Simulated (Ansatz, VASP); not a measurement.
**NbAs in VASP and in Ansatz**

```xyz
8
Lattice="3.4735 0.0000 0.0000 0.0000 3.4735 0.0000 0.0000 0.0000 25.7882" Properties=species:S:1:pos:R:3 pbc="T T T"
Nb    0.0000    1.7367    7.6085
Nb    0.0000    0.0000   10.4358
Nb    1.7367    0.0000   13.3526
Nb    1.7367    1.7367   16.3356
As    1.7367    1.7367    9.4363
As    0.0000    1.7367   12.3986
As    0.0000    0.0000   15.3299
As    1.7367    0.0000   18.2553
```

Alike in both runs: functional PBE; k mesh 10 × 10 × 1; occupations gaussian, width 0.1 eV; no spin polarisation.

Ansatz relaxed the structure, and its values are those at the end. VASP's run is a single point on that final structure, the one shown.

```csv
,VASP,Ansatz
version,VASP 6.6.1,Ansatz 0.2.0
potentials or method,"VASP PAW PBE potentials, release 64 (Nb_sv, As), cutoff 520 eV","scalar-relativistic, plane waves, PAW"
valence electrons in the cell,72,112
```

```tsv
	VASP	Ansatz	Ansatz less VASP
gap on the k mesh at the Fermi level (eV)	none	none	-
rms of the force components (eV/Å)	0.004	0.004	-0.0001
work function, face that differs most (eV)	3.63	3.62	-0.003
```

A gap of «none» marks a metal or a gap that the smearing closes. The functional is the same, so the differences come from potentials, cutoffs and numerics. VASP's potentials hold 72 valence electrons a cell and Ansatz's 112, so a difference there can come from the potentials and not from the codes.
